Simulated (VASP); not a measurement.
# Zn in VASP: a series of runs

Runs on Zn. Level: PBEsol. Tasks: single point, relaxation of cell and atoms.

Everything below comes from runs of VASP 6.6.1. Logs are shortened: lines on timing, memory, paths and dates and some standing lists are left out, and cuts for length are marked.

### 1 The cell of the first run

Symmetry: I4/mmm, No. 139, tetragonal system. Conventional cell: a = 2.779 Å, b = 2.779 Å, c = 3.851 Å, α = 90.00°, β = 90.00°, γ = 90.00°. Within 3.6 Å of Zn (site symmetry 4/mmm) lie 12 Zn at 2.75 to 2.78 Å.

### 2 Single point, PBEsol

Contents of INCAR:

```
SYSTEM = Zn
ALGO = Fast
EDIFF = 1E-6
ENCUT = 520
GGA = PS
ISIF = 2
ISMEAR = -1
LASPH = .TRUE.
LCHARG = .FALSE.
LREAL = .FALSE.
LWAVE = .FALSE.
NBANDS = 12
NELM = 80
PREC = Accurate
SIGMA = 0.05
```

Contents of KPOINTS:

```
k-points
0
G
  12 12 12
  0 0 0
```

Contents of POSCAR:

```
Zn
1.0
    0.0000000000      1.9647760000      1.9254804800
    1.9647760000      0.0000000000      1.9254804800
    1.9647760000      1.9647760000      0.0000000000
Zn
1
Direct
    0.0000000000      0.0000000000      0.0000000000
```

Potentials or basis: VASP PAW PBE potentials, release 64 (Zn).

Started as:

```
$ cat potpaw_PBE.64/Zn/POTCAR > POTCAR
$ mpirun -np 1 vasp_std > vasp.out
```

OUTCAR:

```text
SYSTEM = Zn
   EDIFF = 1E-6
   ENCUT = 520
   GGA = PS
   ISIF = 2
   ISMEAR = -1
   LASPH = .TRUE.
   LREAL = .FALSE.
   NELM = 80
   PREC = Accurate

 ion  position               nearest neighbor table
   1  0.000  0.000  0.000-

  LATTYP: Found a body centered tetragonal cell.
 ALAT       =     2.7786128662
 C/A-ratio  =     1.3859292911

  Lattice vectors:

 A1 = (   0.0000000000,  -1.9647760000,  -1.9254804800)
 A2 = (   0.0000000000,   1.9647760000,  -1.9254804800)
 A3 = (   1.9647760000,   0.0000000000,   1.9254804800)

Analysis of symmetry for initial positions (statically):
=====================================================================
 Subroutine PRICEL returns:
 Original cell was already a primitive cell.

 Routine SETGRP: Setting up the symmetry group for a
 body centered tetragonal supercell.

 Subroutine GETGRP returns: Found 16 space group operations
 (whereof 16 operations were pure point group operations)
 out of a pool of 16 trial point group operations.

The static configuration has the point symmetry D_4h.

Analysis of symmetry for dynamics (positions and initial velocities):
=====================================================================
 Subroutine PRICEL returns:
 Original cell was already a primitive cell.

 Routine SETGRP: Setting up the symmetry group for a
 body centered tetragonal supercell.

 Subroutine GETGRP returns: Found 16 space group operations
 (whereof 16 operations were pure point group operations)
 out of a pool of 16 trial point group operations.

The dynamic configuration has the point symmetry D_4h.

 Subroutine INISYM returns: Found 16 space group operations
 (whereof 16 operations are pure point group operations),
 and found     1 'primitive' translations

----------------------------------------------------------------------------------------

                                     Primitive cell

  volume of cell :      14.8660

  direct lattice vectors                    reciprocal lattice vectors
     0.000000000  1.964776000  1.925480480    -0.254481936  0.254481936  0.259675445
     1.964776000  0.000000000  1.925480480     0.254481936 -0.254481936  0.259675445
     1.964776000  1.964776000  0.000000000     0.254481936  0.254481936 -0.259675445

  length of vectors
     2.750967068  2.750967068  2.778612866     0.443794376  0.443794376  0.443794376

  position of ions in fractional coordinates (direct lattice)
     0.000000000  0.000000000  0.000000000

  ion indices of the primitive-cell ions
   primitive index   ion index
                 1           1

----------------------------------------------------------------------------------------

 KPOINTS: k-points

Automatic generation of k-mesh.
 Grid dimensions read from file:
 generate k-points for:   12   12   12

 Generating k-lattice:

  Cartesian coordinates                     Fractional coordinates (reciprocal lattice)
    -0.021206828  0.021206828  0.021639620     0.083333333  0.000000000  0.000000000
     0.021206828 -0.021206828  0.021639620     0.000000000  0.083333333  0.000000000
     0.021206828  0.021206828 -0.021639620    -0.000000000 -0.000000000  0.083333333

  Length of vectors
     0.036982865  0.036982865  0.036982865

  Shift w.r.t. Gamma in fractional coordinates (k-lattice)
     0.000000000  0.000000000  0.000000000

 Subroutine IBZKPT returns following result:
 ===========================================

 Found    163 irreducible k-points:

 Following reciprocal coordinates:
            Coordinates               Weight
  0.000000  0.000000  0.000000      1.000000
  0.083333 -0.000000  0.000000      8.000000
  0.166667  0.000000  0.000000      8.000000
  0.250000  0.000000  0.000000      8.000000
  0.333333  0.000000  0.000000      8.000000
  0.416667 -0.000000  0.000000      8.000000
[... 16 lines left out ...]
  0.500000  0.166667  0.000000      8.000000
 -0.416667  0.166667  0.000000      8.000000
 [... further k-points ...]
   k-points           NKPTS =    163   k-points in BZ     NKDIM =    163   number of bands    NBANDS=     12
   number of dos      NEDOS =    301   number of ions     NIONS =      1
   total plane-waves  NPLWV =   9600
   dimension x,y,z NGX =    20 NGY =   20 NGZ =   24
   dimension x,y,z NGXF=    40 NGYF=   40 NGZF=   48
   ions per type =               1
   NGX,Y,Z   is equivalent  to a cutoff of  12.09, 12.09, 14.36 a.u.
   NGXF,Y,Z  is equivalent  to a cutoff of  24.17, 24.17, 28.72 a.u.
 SYSTEM =  Zn
   PREC   = accura    normal or accurate (medium, high low for compatibility)
   ISTART =      0    job   : 0-new  1-cont  2-samecut
   ICHARG =      2    charge: 1-file 2-atom 10-const
   ISPIN  =      1    spin polarized calculation?
   LNONCOLLINEAR =      F non collinear calculations
   LSORBIT =      F    spin-orbit coupling
   LASPH  =      T    aspherical Exc in radial PAW
   ENCUT  =  520.0 eV  38.22 Ry    6.18 a.u.   5.11  5.11  5.17*2*pi/ulx,y,z
   NELM   =     80;   NELMIN=  2; NELMDL= -5     # of ELM steps
   EDIFF  = 0.1E-05   stopping-criterion for ELM
   LREAL  =      F    real-space projection
   EDIFFG = 0.1E-04   stopping-criterion for IOM
   NSW    =      0    number of steps for IOM
   IBRION =     -1    ionic relax: 0-MD 1-quasi-New 2-CG
   NFREE  =      0    steps in history (QN), initial steepest desc. (CG)
   ISIF   =      2    stress and relaxation
   ISYM   =      2    0-nonsym 1-usesym 2-fastsym
   POTIM  = 0.5000    time-step for ionic-motion
   TEBEG  =    0.0;   TEEND  =   0.0 temperature during run
   PSTRESS=    0.0 pullay stress
   NELECT =      12.0000    total number of electrons
   NUPDOWN=      -1.0000    fix difference up-down
   EMIN   =  10.00;   EMAX   =-10.00  energy-range for DOS
   EFERMI =   0.00;   METHOD = LEGACY
   ISMEAR =    -1;   SIGMA  =   0.05  broadening in eV -4-tet -1-fermi 0-gaus
   EFERMI_NEDOS =   21; number of points for ismear=-14 and -15
   IALGO  =     68    algorithm
   IMIX   =      4    mixing-type and parameters
     AMIX     =   0.40;   BMIX     =  1.00
     AMIX_MAG =   1.60;   BMIX_MAG =  1.00
  volume/ion in A,a.u.               =      14.87       100.32
  Fermi-wavevector in a.u.,A,eV,Ry     =   1.524299  2.880508 31.612968  2.323488
  Thomas-Fermi vector in A             =   2.632625
   LORBIT       =      0    0 simple, 1 ext, 2 COOP (PROOUT), +10 PAW based schemes
   GGA     = PS    functional components
   LHFCALC =     F    Hartree Fock is set to
   AEXX    =    0.0000 exact exchange contribution
   IVDW    =     0    specifies the selected vdW correction
   LEPSILON=     F    determine dielectric tensor
   LRPA    =     F    only Hartree local field effects (RPA)
 non-spin polarized calculation
 RMM-DIIS sequential band-by-band and
  energy-cutoff  :      520.00
  volume of cell :       14.87
 maximum number of plane-waves:       409
   NGX = 11   NGY = 11   NGZ = 11

 number of electron      11.9999998 magnetization

 Free energy of the ion-electron system (eV)
  ---------------------------------------------------
  ext. energy  EPLUGINS =         0.00000000
  ---------------------------------------------------
  free energy    TOTEN  =        -1.54457482 eV

  energy without entropy =       -1.54102292  energy(sigma->0) =       -1.54279887

 E-fermi :   3.0085     XC(G=0): -11.8320

 val. band max:        2.9984451462   @ k =  -0.3333   0.1667   0.3333
 cond. band min:       3.0243258194   @ k =  -0.4167   0.0000   0.0833
 fundamental gap:      0.0258806733
 Fermi energy:         3.0085273173

 k-point     1 :       0.0000    0.0000    0.0000
  band No.  band energies     occupation
      1      -7.4774      2.00000
      2      -4.6065      2.00000
      3      -4.6065      2.00000
      4      -4.5514      2.00000
      5      -4.2141      2.00000
      6      -4.1675      2.00000
      7      21.5404      0.00000
      8      21.6056      0.00000
      9      21.6056      0.00000
     10      22.1301      0.00000
     11      24.3304      0.00000
     12      24.3525      0.00000

 k-point     2 :       0.0833   -0.0000    0.0000
  band No.  band energies     occupation
      1      -7.2654      2.00000
      2      -4.6141      2.00000
      3      -4.5822      2.00000
      4      -4.5373      2.00000
      5      -4.2191      2.00000
      6      -4.1755      2.00000
      7      18.4380      0.00000
      8      20.9391      0.00000
      9      20.9753      0.00000
     10      21.9123      0.00000
     11      25.2958      0.00000
     12      25.3525      0.00000

 k-point     3 :       0.1667    0.0000    0.0000
  band No.  band energies     occupation
      1      -6.6551      2.00000
      2      -4.6271      2.00000
      3      -4.5355      2.00000
      4      -4.4942      2.00000
      5      -4.2118      2.00000
      6      -4.1799      2.00000
      7      14.3278      0.00000
      8      19.9417      0.00000
      9      20.0875      0.00000
     10      21.7067      0.00000
     11      26.6661      0.00000
     12      26.7508      0.00000

 k-point     4 :       0.2500    0.0000    0.0000
  band No.  band energies     occupation
      1      -5.8269      2.00000
      2      -4.5283      2.00000
      3      -4.4832      2.00000
      4      -4.4465      2.00000
      5      -4.1417      2.00000
      6      -4.1302      2.00000
      7      10.4619      0.00000
      8      19.1435      0.00000
      9      19.4005      0.00000
     10      21.4029      0.00000
     11      24.8000      0.00000
     12      25.3006      0.00000

 k-point     5 :       0.3333    0.0000    0.0000
  band No.  band energies     occupation
      1      -5.4055      2.00000
      2      -4.5645      2.00000
      3      -4.5154      2.00000
      4      -4.0298      2.00000
      5      -4.0240      2.00000
      6      -3.4323      2.00000
      7       6.9338      0.00000
      8      18.6086      0.00000
      9      18.9764      0.00000
     10      21.0664      0.00000
     11      23.2684      0.00000
     12      23.8172      0.00000

 k-point     6 :       0.4167   -0.0000    0.0000
  band No.  band energies     occupation
      1      -5.3604      2.00000
      2      -4.6027      2.00000
      3      -4.5533      2.00000
      4      -3.9403      2.00000
      5      -3.9234      2.00000
      6      -1.6250      2.00000
      7       3.8082      0.00000
      8      18.3188      0.00000
      9      18.7790      0.00000
     10      20.8089      0.00000
     11      22.2957      0.00000
     12      22.7851      0.00000

 k-point     7 :       0.5000    0.0000    0.0000
  band No.  band energies     occupation
      1      -5.3649      2.00000
      2      -4.6179      2.00000
      3      -4.5685      2.00000
      4      -3.9056      2.00000
      5      -3.8847      2.00000
      6       0.0554      2.00000
      7       1.7050      2.00000
      8      18.2306      0.00000
      9      18.7292      0.00000
     10      20.7168      0.00000
     11      21.9593      0.00000
     12      22.4103      0.00000

 k-point     8 :       0.0833    0.0833    0.0000
  band No.  band energies     occupation
      1      -7.1870      2.00000
      2      -4.5967      2.00000
      3      -4.5629      2.00000
      4      -4.5629      2.00000
      5      -4.2057      2.00000
      6      -4.1938      2.00000
      7      19.4315      0.00000
      8      19.4315      0.00000
      9      20.3819      0.00000
     10      20.6591      0.00000
     11      26.7128      0.00000
     12      26.9536      0.00000
[... 166 lines left out ...]
 k-point    20 :       0.2500    0.1667    0.0000
  band No.  band energies     occupation
      1      -5.7140      2.00000
      2      -4.7878      2.00000
      3      -4.4222      2.00000
      4      -4.3766      2.00000
      5      -4.1197      2.00000
      6      -4.0840      2.00000
      7      13.4615      0.00000
      8      15.6898      0.00000
      9      18.0032      0.00000
     10      19.3387      0.00000
     11      20.3570      0.00000
     12      30.3725      0.00000

 k-point    21 :       0.3333    0.1667    0.0000
  band No.  band energies     occupation
      1      -5.1967      2.00000
      2      -4.7370      2.00000
      3      -4.4846      2.00000
      4      -4.3761      2.00000
      5      -3.9868      2.00000
      6      -3.4133      2.00000
      7       9.7857      0.00000
      8      15.0652      0.00000
      9      17.0272      0.00000
     10      17.8086      0.00000
     11      22.8474      0.00000
     12      29.0580      0.00000

 k-point    22 :       0.4167    0.1667    0.0000
  band No.  band energies     occupation
      1      -5.1305      2.00000
      2      -4.6371      2.00000
      3      -4.4327      2.00000
      4      -4.4108      2.00000
      5      -3.9006      2.00000
      6      -1.9467      2.00000
      7       6.4170      0.00000
      8      14.8985      0.00000
      9      15.3094      0.00000
     10      17.6288      0.00000
     11      25.6947      0.00000
     12      27.4932      0.00000

 k-point    23 :       0.5000    0.1667    0.0000
  band No.  band energies     occupation
      1      -5.1400      2.00000
      2      -4.6643      2.00000
      3      -4.4456      2.00000
      4      -4.2953      2.00000
      5      -3.8776      2.00000
      6       0.0671      2.00000
      7       3.4487      0.00030
      8      13.9220      0.00000
      9      15.2094      0.00000
     10      17.8245      0.00000
     11      26.3173      0.00000
     12      27.1664      0.00000

 k-point    24 :      -0.4167    0.1667    0.0000
  band No.  band energies     occupation
      1      -5.1240      2.00000
      2      -4.6664      2.00000
      3      -4.4606      2.00000
      4      -4.2399      2.00000
      5      -3.9355      2.00000
      6       0.6432      2.00000
      7       2.7781      1.98025
      8      12.9449      0.00000
      9      15.9986      0.00000
     10      18.3638      0.00000
     11      25.5310      0.00000
     12      26.6811      0.00000

 [... further k-points ...]
[... 5 lines left out ...]
  --------------------------------------------------------------------------------------
  -------------------------------------------------------------------------------------
  Total       -0.3309686     -0.3309686     -0.3064298      0.0000000      0.0000000     -0.0000000
  in kB      -35.6699267    -35.6699267    -33.0252702      0.0000000      0.0000000     -0.0000000
  external PRESSURE =     -34.7883745 kB  Pullay stress =       0.0000000 kB

 VOLUME and BASIS-vectors are now :
 -----------------------------------------------------------------------------
  energy-cutoff  :      520.00
  volume of cell :       14.87
      direct lattice vectors                 reciprocal lattice vectors
     0.000000000  1.964776000  1.925480480    -0.254481936  0.254481936  0.259675445
     1.964776000  0.000000000  1.925480480     0.254481936 -0.254481936  0.259675445
     1.964776000  1.964776000  0.000000000     0.254481936  0.254481936 -0.259675445

 POSITION                                       TOTAL-FORCE (eV/Angst)
 -----------------------------------------------------------------------------------
      0.00000      0.00000      0.00000        -0.000000      0.000000      0.000000
 -----------------------------------------------------------------------------------
    total drift:                                0.000000     -0.000000      0.000000

  FREE ENERGIE OF THE ION-ELECTRON SYSTEM (eV)
  ---------------------------------------------------
  free  energy   TOTEN  =        -1.5445748168 eV

  energy  without entropy=       -1.5410229174  energy(sigma->0) =       -1.54279887
```

Wall time 9.3 s (1 thread of Intel Xeon 6975P-C (Granite Rapids), shared host); peak memory 0.14 GiB.

Results:

* Free energy: -1.5446 eV
* Pressure: -3.5 GPa
* Band gap on the k mesh: zero (band 6 reaches 5.29 eV, above the bottom of band 7 at 1.71 eV)

Levels at points of the mesh, in eV from the Fermi level:
| k point | band 2 | band 3 | band 4 | band 5 | band 6 | band 7 | band 8 | band 9 | band 10 | band 11 |
| --- | --- | --- | --- | --- | --- | --- | --- | --- | --- | --- |
| (0.00, 0.00, 0.00) | -7.62 | -7.62 | -7.56 | -7.22 | -7.18 | 18.53 | 18.60 | 18.60 | 19.12 | 21.32 |
| (0.50, 0.00, 0.00) | -7.63 | -7.58 | -6.91 | -6.89 | -2.95 | -1.30 | 15.22 | 15.72 | 17.71 | 18.95 |
| (0.50, 0.50, 0.00) | -8.23 | -6.92 | -6.83 | -6.83 | -0.79 | 2.18 | 8.28 | 8.28 | 12.04 | 13.20 |
| (0.50, 0.00, 0.50) | -8.24 | -6.92 | -6.85 | -6.82 | -1.13 | 1.68 | 8.64 | 8.75 | 12.38 | 13.66 |

Caveat: the PAW data sets were made with another functional, which shifts forces and pressure a little.

(Continued in part 2 of 2.)
